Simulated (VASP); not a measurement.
A run of VASP 6.6.1:

File INCAR:

```
PREC = Accurate ; ENCUT = 520
EDIFF = 1E-6 ; ISMEAR = -1
SIGMA = 0.1 ; LREAL = F
LASPH = T ; NELM = 100
ALGO = Normal ; ISIF = 2
LWAVE = F ; LCHARG = F
GGA = B5 ; ALDAX = 1.0
AGGAX = 1.0 ; AGGAC = 1.0
ALDAC = 0.0 ; NBANDS = 50
```

File KPOINTS:

```
regular mesh
0
Gamma
  4 4 4
```

Contents of POSCAR:

```
Ba
1.0
    8.1477549811      0.0000000000      0.0000000000
    0.0000000000      8.1477549811      0.0000000000
    0.0000000000      0.0000000000      8.1477549811
Ba
8
Direct
    1.0000000000      1.0000000000      0.0000000000
    0.5000000000      0.5000000000      0.5000000000
    0.2500000000      1.0000000000      0.5000000000
    0.7500000000      0.0000000000      0.5000000000
    0.5000000000      0.2500000000      1.0000000000
    0.5000000000      0.7500000000      1.0000000000
    0.0000000000      0.5000000000      0.2500000000
    0.0000000000      0.5000000000      0.7500000000
```

Potentials or basis: VASP PAW PBE potentials, release 64 (Ba_sv).

Launch:

```sh
$ cat potpaw_PBE.64/Ba_sv/POTCAR > POTCAR
$ mpirun -np 1 vasp_std > vasp.out
```

Hardware: 1 thread of Intel(R) Xeon(R) Platinum 8259CL CPU @ 2.50GHz (Skylake/Cascade Lake), with other jobs on the host.

Task: How long does it take, and how much memory?

Result: Run time: 10 min on 1 thread of Intel(R) Xeon(R) Platinum 8259CL CPU @ 2.50GHz (Skylake/Cascade Lake), with other jobs on the host, peak memory 0.66 GiB. Counts: scf iterations 22, k points 10.
